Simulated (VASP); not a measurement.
H20CO12, 33 atoms in the cell. The cell holds a disordered packing, 33 atoms: a = 7.153 Å, b = 7.153 Å, c = 7.153 Å, α = 90.00°, β = 90.00°, γ = 90.00°. 

| Quantity | Value |
| --- | --- |
| Program | VASP 6.6.1 |
| Task | single point |
| Functional | PBE |
| Dispersion | D3(BJ) |
| Potentials or basis | VASP PAW PBE potentials, release 64 (O, H, C) |
| Cutoff | 520 eV |
| k mesh | 1 × 1 × 1 |
| Occupations | fermi-dirac, width 0.05 eV |
| Spin | no spin polarisation |
| Dipole correction | no |
| Further INCAR settings | LREAL = Auto; ALGO = Normal; EDIFF = 1e-06; NBANDS = 70 |

Potentials or basis: VASP PAW PBE potentials, release 64 (O, H, C).

The run is started by

```sh
$ cat potpaw_PBE.64/O/POTCAR potpaw_PBE.64/H/POTCAR potpaw_PBE.64/C/POTCAR > POTCAR
$ mpirun -np 1 vasp_gam > vasp.out
```

Hardware: 1 thread of AMD EPYC 7R43 64-Core Processor (Zen 3) (shared host).

Question: How long does it take, and how much memory?

Answer: Wall time 58 s on 1 thread of AMD EPYC 7R43 64-Core Processor (Zen 3), on a shared host, peak memory 0.33 GiB. Counts: scf iterations 16, k points 1.
